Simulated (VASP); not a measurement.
# SiGeF (P4/nmm) in VASP: single point with PBE

Aim: the single point of SiGeF with PBE.

Everything below comes from runs of VASP 6.6.1. Logs are shortened: lines on timing, memory, paths and dates and some standing lists are left out, and cuts for length are marked.

## 1. The cell of the first run

The structure is tetragonal, space group P4/nmm (No. 129). Conventional cell: a = 3.289 Å, b = 3.289 Å, c = 7.444 Å, α = 90.00°, β = 90.00°, γ = 90.00°. Within 3.3 Å of Ge (site symmetry 4mm) lie 5 F at 2.53 to 2.65 Å and 8 Ge at 2.86 to 3.29 Å. Si (site symmetry -4m2) has 4 Si at 2.33 Å and 4 F at 2.52 Å within 3.1 Å. F (site symmetry 4mm) has 4 Si at 2.52 Å and 5 Ge at 2.53 to 2.65 Å and 4 F at 3.29 Å within 3.3 Å.

## 2. Single point, PBE

The input, INCAR:

```
  PREC = Accurate
  ENCUT = 520
  EDIFF = 1E-6
  ISMEAR = 1
  SIGMA = 0.1185
  LREAL = F
  LASPH = T
  NELM = 80
  ALGO = Normal
  ISIF = 2
  LWAVE = F
  LCHARG = F
  GGA = PE
  NBANDS = 34
```

The input, KPOINTS:

```
regular mesh
0
Gamma
  8 8 4
```

The input, POSCAR:

```
SiGeF
1.0
    3.2894290000      0.0000000000      0.0000000000
    0.0000000000      3.2894290000      0.0000000000
    0.0000000000      0.0000000000      7.4435250000
Ge Si F
2 2 2
Direct
    0.2500000000      0.2500000000      0.6117000000
    0.7500000000      0.7500000000      0.3883000000
    0.7500000000      0.2500000000      0.0000000000
    0.2500000000      0.7500000000      0.0000000000
    0.2500000000      0.2500000000      0.2558000000
    0.7500000000      0.7500000000      0.7442000000
```

Potentials or basis: VASP PAW PBE potentials, release 64 (Ge_d, Si, F).

Command:

```bash
$ cat potpaw_PBE.64/Ge_d/POTCAR potpaw_PBE.64/Si/POTCAR potpaw_PBE.64/F/POTCAR > POTCAR
$ mpirun -np 1 vasp_std > vasp.out
```

OUTCAR:

```text
PREC = Accurate
   ENCUT = 520
   EDIFF = 1E-6
   ISMEAR = 1
   LREAL = F
   LASPH = T
   NELM = 80
   ISIF = 2
   GGA = PE

 ion  position               nearest neighbor table
   1  0.250  0.250  0.612-   2 2.86   2 2.86   2 2.86   2 2.86
   2  0.750  0.750  0.388-   1 2.86   1 2.86   1 2.86   1 2.86
   3  0.750  0.250  0.000-   4 2.33   4 2.33   4 2.33   4 2.33   6 2.52   6 2.52   5 2.52   5 2.52

   4  0.250  0.750  0.000-   3 2.33   3 2.33   3 2.33   3 2.33   5 2.52   6 2.52   6 2.52   5 2.52

   5  0.250  0.250  0.256-   3 2.52   4 2.52   4 2.52   3 2.52
   6  0.750  0.750  0.744-   3 2.52   4 2.52   3 2.52   4 2.52

  LATTYP: Found a simple tetragonal cell.
 ALAT       =     3.2894290000
 C/A-ratio  =     2.2628623387

  Lattice vectors:

 A1 = (   3.2894290000,   0.0000000000,   0.0000000000)
 A2 = (   0.0000000000,   3.2894290000,   0.0000000000)
 A3 = (   0.0000000000,   0.0000000000,   7.4435250000)

Analysis of symmetry for initial positions (statically):
=====================================================================
 Subroutine PRICEL returns:
 Original cell was already a primitive cell.

 Routine SETGRP: Setting up the symmetry group for a
 simple tetragonal supercell.

 Subroutine GETGRP returns: Found 16 space group operations
 (whereof  4 operations were pure point group operations)
 out of a pool of 16 trial point group operations.

The static configuration has the point symmetry C_2h.
 The point group associated with its full space group is D_4h.

Analysis of symmetry for dynamics (positions and initial velocities):
=====================================================================
 Subroutine PRICEL returns:
 Original cell was already a primitive cell.

 Routine SETGRP: Setting up the symmetry group for a
 simple tetragonal supercell.

 Subroutine GETGRP returns: Found 16 space group operations
 (whereof  4 operations were pure point group operations)
 out of a pool of 16 trial point group operations.

The dynamic configuration has the point symmetry C_2h.
 The point group associated with its full space group is D_4h.

 Subroutine INISYM returns: Found 16 space group operations
 (whereof  4 operations are pure point group operations),
 and found     1 'primitive' translations

----------------------------------------------------------------------------------------

                                     Primitive cell

  volume of cell :      80.5415

  direct lattice vectors                    reciprocal lattice vectors
     3.289429000  0.000000000  0.000000000     0.304004130  0.000000000  0.000000000
     0.000000000  3.289429000  0.000000000     0.000000000  0.304004130  0.000000000
     0.000000000  0.000000000  7.443525000     0.000000000  0.000000000  0.134344951

  length of vectors
     3.289429000  3.289429000  7.443525000     0.304004130  0.304004130  0.134344951

  position of ions in fractional coordinates (direct lattice)
     0.250000000  0.250000000  0.611700000
     0.750000000  0.750000000  0.388300000
     0.750000000  0.250000000  0.000000000
     0.250000000  0.750000000  0.000000000
     0.250000000  0.250000000  0.255800000
     0.750000000  0.750000000  0.744200000

  ion indices of the primitive-cell ions
   primitive index   ion index
                 1           1
                 2           2
                 3           3
                 4           4
                 5           5
                 6           6

----------------------------------------------------------------------------------------

 KPOINTS: regular mesh

Automatic generation of k-mesh.
 Grid dimensions read from file:
 generate k-points for:    8    8    4

 Generating k-lattice:

  Cartesian coordinates                     Fractional coordinates (reciprocal lattice)
     0.038000516  0.000000000  0.000000000     0.125000000  0.000000000  0.000000000
     0.000000000  0.038000516  0.000000000     0.000000000  0.125000000  0.000000000
     0.000000000  0.000000000  0.033586238     0.000000000  0.000000000  0.250000000

  Length of vectors
     0.038000516  0.038000516  0.033586238

  Shift w.r.t. Gamma in fractional coordinates (k-lattice)
     0.000000000  0.000000000  0.000000000

 Subroutine IBZKPT returns following result:
 ===========================================

 Found     45 irreducible k-points:

 Following reciprocal coordinates:
            Coordinates               Weight
  0.000000  0.000000  0.000000      1.000000
  0.125000  0.000000  0.000000      4.000000
  0.250000  0.000000  0.000000      4.000000
  0.375000  0.000000  0.000000      4.000000
  0.500000  0.000000  0.000000      2.000000
  0.125000  0.125000  0.000000      4.000000
[... 16 lines left out ...]
  0.375000  0.125000  0.250000     16.000000
  0.500000  0.125000  0.250000      8.000000
 [... further k-points ...]
   k-points           NKPTS =     45   k-points in BZ     NKDIM =     45   number of bands    NBANDS=     34
   number of dos      NEDOS =    301   number of ions     NIONS =      6
   total plane-waves  NPLWV =  32256
   dimension x,y,z NGX =    24 NGY =   24 NGZ =   56
   dimension x,y,z NGXF=    48 NGYF=   48 NGZF=  112
   ions per type =               2   2   2
   NGX,Y,Z   is equivalent  to a cutoff of  12.13, 12.13, 12.51 a.u.
   NGXF,Y,Z  is equivalent  to a cutoff of  24.26, 24.26, 25.01 a.u.
 SYSTEM =  unknown system
   PREC   = accura    normal or accurate (medium, high low for compatibility)
   ISTART =      0    job   : 0-new  1-cont  2-samecut
   ICHARG =      2    charge: 1-file 2-atom 10-const
   ISPIN  =      1    spin polarized calculation?
   LNONCOLLINEAR =      F non collinear calculations
   LSORBIT =      F    spin-orbit coupling
   LASPH  =      T    aspherical Exc in radial PAW
   ENCUT  =  520.0 eV  38.22 Ry    6.18 a.u.   6.12  6.12 13.84*2*pi/ulx,y,z
   NELM   =     80;   NELMIN=  2; NELMDL= -5     # of ELM steps
   EDIFF  = 0.1E-05   stopping-criterion for ELM
   LREAL  =      F    real-space projection
   EDIFFG = 0.1E-04   stopping-criterion for IOM
   NSW    =      0    number of steps for IOM
   IBRION =     -1    ionic relax: 0-MD 1-quasi-New 2-CG
   NFREE  =      0    steps in history (QN), initial steepest desc. (CG)
   ISIF   =      2    stress and relaxation
   ISYM   =      2    0-nonsym 1-usesym 2-fastsym
   POTIM  = 0.5000    time-step for ionic-motion
   TEBEG  =    0.0;   TEEND  =   0.0 temperature during run
   PSTRESS=    0.0 pullay stress
   NELECT =      50.0000    total number of electrons
   NUPDOWN=      -1.0000    fix difference up-down
   EMIN   =  10.00;   EMAX   =-10.00  energy-range for DOS
   EFERMI =   0.00;   METHOD = LEGACY
   ISMEAR =     1;   SIGMA  =   0.12  broadening in eV -4-tet -1-fermi 0-gaus
   EFERMI_NEDOS =   21; number of points for ismear=-14 and -15
   IALGO  =     38    algorithm
   IMIX   =      4    mixing-type and parameters
     AMIX     =   0.40;   BMIX     =  1.00
     AMIX_MAG =   1.60;   BMIX_MAG =  1.00
  volume/ion in A,a.u.               =      13.42        90.59
  Fermi-wavevector in a.u.,A,eV,Ry     =   1.396556  2.639108 26.536366  1.950368
  Thomas-Fermi vector in A             =   2.519898
   LORBIT       =      0    0 simple, 1 ext, 2 COOP (PROOUT), +10 PAW based schemes
   GGA     = PE    functional components
   LHFCALC =     F    Hartree Fock is set to
   AEXX    =    0.0000 exact exchange contribution
   IVDW    =     0    specifies the selected vdW correction
   LEPSILON=     F    determine dielectric tensor
   LRPA    =     F    only Hartree local field effects (RPA)
 non-spin polarized calculation
 Methfessel and Paxton  Order N= 1 SIGMA  =   0.12
  energy-cutoff  :      520.00
  volume of cell :       80.54
 maximum number of plane-waves:      2200
   NGX = 13   NGY = 13   NGZ = 27

 number of electron      50.0000042 magnetization

 Free energy of the ion-electron system (eV)
  ---------------------------------------------------
  ext. energy  EPLUGINS =         0.00000000
  ---------------------------------------------------
  free energy    TOTEN  =       -24.26555215 eV

  energy without entropy =      -24.26508521  energy(sigma->0) =      -24.26539650

 E-fermi :   7.6860     XC(G=0): -11.3226

 val. band max:        7.6746359968   @ k =   0.3750   0.2500   0.0000
 cond. band min:       7.7116955101   @ k =   0.3750   0.1250   0.2500
 fundamental gap:      0.0370595133
 Fermi energy:         7.6860394788

 k-point     1 :       0.0000    0.0000    0.0000
  band No.  band energies     occupation
      1     -17.4339      2.00000
      2     -17.4086      2.00000
      3     -17.3801      2.00000
      4     -17.3801      2.00000
      5     -17.3759      2.00000
      6     -17.3489      2.00000
[... 26 lines left out ...]
     33      14.3854      0.00000
     34      14.3854      0.00000

 k-point     2 :       0.1250    0.0000    0.0000
  band No.  band energies     occupation
      1     -17.4338      2.00000
      2     -17.4030      2.00000
      3     -17.3818      2.00000
      4     -17.3800      2.00000
      5     -17.3761      2.00000
      6     -17.3489      2.00000
[... 26 lines left out ...]
     33      13.9413      0.00000
     34      15.1403      0.00000

 k-point     3 :       0.2500    0.0000    0.0000
  band No.  band energies     occupation
      1     -17.4348      2.00000
      2     -17.3884      2.00000
      3     -17.3865      2.00000
      4     -17.3836      2.00000
      5     -17.3668      2.00000
      6     -17.3611      2.00000
[... 26 lines left out ...]
     33      13.8892      0.00000
     34      15.1339      0.00000

 k-point     4 :       0.3750    0.0000    0.0000
  band No.  band energies     occupation
      1     -17.4302      2.00000
      2     -17.3949      2.00000
      3     -17.3924      2.00000
      4     -17.3897      2.00000
      5     -17.3607      2.00000
      6     -17.3534      2.00000
[... 26 lines left out ...]
     33      12.8488      0.00000
     34      14.3685      0.00000

 k-point     5 :       0.5000    0.0000    0.0000
  band No.  band energies     occupation
      1     -17.4151      2.00000
      2     -17.4151      2.00000
      3     -17.3962      2.00000
      4     -17.3962      2.00000
      5     -17.3484      2.00000
      6     -17.3484      2.00000
[... 621 lines left out ...]
 k-point    22 :       0.2500    0.1250    0.2500
  band No.  band energies     occupation
      1     -17.4275      2.00000
      2     -17.4136      2.00000
      3     -17.3895      2.00000
      4     -17.3786      2.00000
      5     -17.3678      2.00000
      6     -17.3500      2.00000
[... 26 lines left out ...]
     33      13.7165      0.00000
     34      15.4048      0.00000

 k-point    23 :       0.3750    0.1250    0.2500
  band No.  band energies     occupation
      1     -17.4322      2.00000
      2     -17.4294      2.00000
      3     -17.3842      2.00000
      4     -17.3636      2.00000
      5     -17.3603      2.00000
      6     -17.3552      2.00000
[... 26 lines left out ...]
     33      13.4235      0.00000
     34      15.6411      0.00000

 k-point    24 :       0.5000    0.1250    0.2500
  band No.  band energies     occupation
      1     -17.4350      2.00000
      2     -17.4350      2.00000
      3     -17.3773      2.00000
      4     -17.3773      2.00000
      5     -17.3450      2.00000
      6     -17.3450      2.00000
[... 26 lines left out ...]
     33      14.4463      0.00000
     34      14.4463      0.00000

 [... further k-points ...]

------------------------ aborting loop because EDIFF is reached ----------------------------------------

  FORCE on cell =-STRESS in cart. coord.  units (eV):
  Direction    XX          YY          ZZ          XY          YZ          ZX
  --------------------------------------------------------------------------------------
  -------------------------------------------------------------------------------------
  Total        9.6116973      9.6116973      8.9329169     -0.0000000      0.0000000      0.0000000
  in kB      191.2013622    191.2013622    177.6986752     -0.0000000      0.0000000      0.0000000
  external PRESSURE =     186.7004665 kB  Pullay stress =       0.0000000 kB

 VOLUME and BASIS-vectors are now :
 -----------------------------------------------------------------------------
  energy-cutoff  :      520.00
  volume of cell :       80.54
      direct lattice vectors                 reciprocal lattice vectors
     3.289429000  0.000000000  0.000000000     0.304004130  0.000000000  0.000000000
     0.000000000  3.289429000  0.000000000     0.000000000  0.304004130  0.000000000
     0.000000000  0.000000000  7.443525000     0.000000000  0.000000000  0.134344951

 POSITION                                       TOTAL-FORCE (eV/Angst)
 -----------------------------------------------------------------------------------
      0.82236      0.82236      4.55320         0.000000     -0.000000     -0.438368
      2.46707      2.46707      2.89032        -0.000000      0.000000      0.438368
      2.46707      0.82236      0.00000         0.000000     -0.000000     -0.000000
      0.82236      2.46707      0.00000         0.000000     -0.000000     -0.000000
      0.82236      0.82236      1.90405         0.000000      0.000000      0.095562
      2.46707      2.46707      5.53947        -0.000000     -0.000000     -0.095562
 -----------------------------------------------------------------------------------
    total drift:                                0.000000      0.000000      0.000000

  FREE ENERGIE OF THE ION-ELECTRON SYSTEM (eV)
  ---------------------------------------------------
  free  energy   TOTEN  =       -24.2655521456 eV

  energy  without entropy=      -24.2650852092  energy(sigma->0) =      -24.26539650
```

Run time: 44 s. Hardware: 1 thread of Intel Xeon Platinum 8488C (Sapphire Rapids), shared host; peak memory 0.24 GiB.

Results:

| Property | Result |
| --- | --- |
| Free energy | -24.2656 eV |
| Pressure | 18.7 GPa |
| Largest force | 0.438 eV/Å |
| Band gap on the k mesh | zero (band 25 reaches 9.23 eV, above the bottom of band 26 at 5.62 eV) |

Forces on the atoms (eV/Å):
```
Ge   0.000  0.000 -0.438
Ge   0.000  0.000  0.438
Si   0.000  0.000  0.000
Si   0.000  0.000  0.000
F    0.000  0.000  0.096
F    0.000  0.000 -0.096
```
